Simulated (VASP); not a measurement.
ZnCd2Te3:

```xyz
6
Lattice="4.5281 0.0000 0.0000 0.0000 4.5281 0.0000 0.0000 0.0000 8.4118" Properties=species:S:1:pos:R:3 pbc="T T T"
Zn    2.2640    2.2640    0.0000
Cd    2.2640    0.0000    0.0000
Cd    0.0000    2.2640    0.0000
Te    2.2640    2.2640    1.8004
Te    2.2640    2.2640    6.6114
Te    2.2640    2.2640    4.2059
```

The cell was generated, and may not be a known phase.

```yaml
Program: VASP 6.6.1
Task: relaxation of cell and atoms
Functional: PBE
Potentials_or_basis: VASP PAW PBE potentials, release 64 (Zn, Cd, Te)
Cutoff: 600 eV
k_mesh: 4 × 4 × 2
Occupations: gaussian, width 0.1 eV
Spin: no spin polarisation
```

At the start: pressure 61.5 GPa; volume 28.75 Å³/atom.

Where does the relaxation end?

Over 22 steps the energy falls by 3325.6 meV/atom and the volume is 49.15 Å³/atom (+71.0 %); space group P4/mmm (No. 123, to 0.1 Å) before and after.

The path:
| step | energy change (eV) | largest force (eV/Å) | pressure (GPa) | volume (Å³) |
| --- | --- | --- | --- | --- |
| 1 | 0.0000 | 23.0542 | 61.51 | 172.47 |
| 2 | -6.2981 | 0.7165 | -12.22 | 548.23 |
| 3 | -16.9462 | 5.1726 | 3.89 | 317.67 |
| 4 | -17.0960 | 4.3810 | 2.88 | 335.08 |
| 5 | -16.8598 | 2.6974 | -0.07 | 387.82 |
| 6 | -17.0565 | 3.3286 | 1.11 | 367.32 |
| 7 | -17.0270 | 3.1799 | 0.84 | 371.93 |
| 8 | -17.0363 | 0.2121 | -2.56 | 390.76 |
| 9 | -17.3060 | 1.1473 | -1.00 | 381.11 |
| 10 | -17.6778 | 0.9761 | -0.65 | 370.42 |
| 11 | -18.4331 | 0.8526 | -0.19 | 338.31 |
| 12 | -19.7831 | 0.7846 | 1.98 | 273.92 |
| 13 | -19.5363 | 1.6707 | 0.29 | 292.39 |
| 14 | -19.7972 | 1.2180 | 1.44 | 277.86 |
| 15 | -19.2584 | 0.5048 | -2.05 | 316.28 |
| 16 | -19.9159 | 0.2388 | -0.08 | 287.95 |
| 17 | -19.9181 | 0.3140 | 0.06 | 286.78 |
| 18 | -19.9182 | 0.3342 | 0.10 | 286.48 |
| 19 | -19.9502 | 0.0813 | 0.17 | 290.93 |
| 20 | -19.9519 | 0.0149 | 0.22 | 292.31 |
| 21 | -19.9487 | 0.1159 | -0.27 | 299.30 |
| 22 | -19.9538 | 0.0381 | 0.03 | 294.91 |

Final structure:
```
CELL_PARAMETERS angstrom
5.20863 0.00000 0.00000
0.00000 5.20863 0.00000
0.00000 0.00000 10.87014
ATOMIC_POSITIONS crystal
Zn 0.50000 0.50000 0.00000
Cd 0.50000 0.00000 0.00000
Cd 0.00000 0.50000 0.00000
Te 0.50000 0.50000 0.24470
Te 0.50000 0.50000 0.75530
Te 0.50000 0.50000 0.50000
```

Caveat: the k points lie up to 0.30 Å⁻¹ apart in the final cell, too coarse for converged energies and pressures of a metal; the volume moved by over 15 % at a fixed basis, so the end points are rough.
